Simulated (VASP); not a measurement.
SrTe:

```xyz
2
Lattice="0.0000 3.3528 3.3528 3.3528 0.0000 3.3528 3.3528 3.3528 0.0000" Properties=species:S:1:pos:R:3 pbc="T T T"
Sr    0.0000    0.0000    0.0000
Te    3.3528    3.3528    3.3528
```

Base run:

- Program: VASP 6.6.1
- Functional: r2SCAN
- Potentials or basis: VASP PAW PBE potentials, release 64 (Sr_sv, Te)
- Cutoff: 550 eV
- k mesh: 6 × 6 × 6
- Occupations: gaussian, width 0.01 eV
- Spin: no spin polarisation

Its results: band gap on the k mesh 2.14 eV, indirect (least direct gap 2.89 eV); pressure 0.1 GPa.

Task: The run is repeated on the same cell with these changes: functional from r2SCAN to PBE; cutoff from 550 eV to 500 eV; occupations from gaussian, width 0.01 eV to fermi-dirac, width 0.02 eV. What comes out?

Result: Band gap on the k mesh 1.75 eV, indirect (least direct gap 2.47 eV); pressure 0.3 GPa.

Caveats: spin-orbit coupling is left out, which moves the levels of the heavy elements; the PAW data sets were made with another functional, which shifts forces and pressure a little (some runs).

A k mesh can miss the band edges.
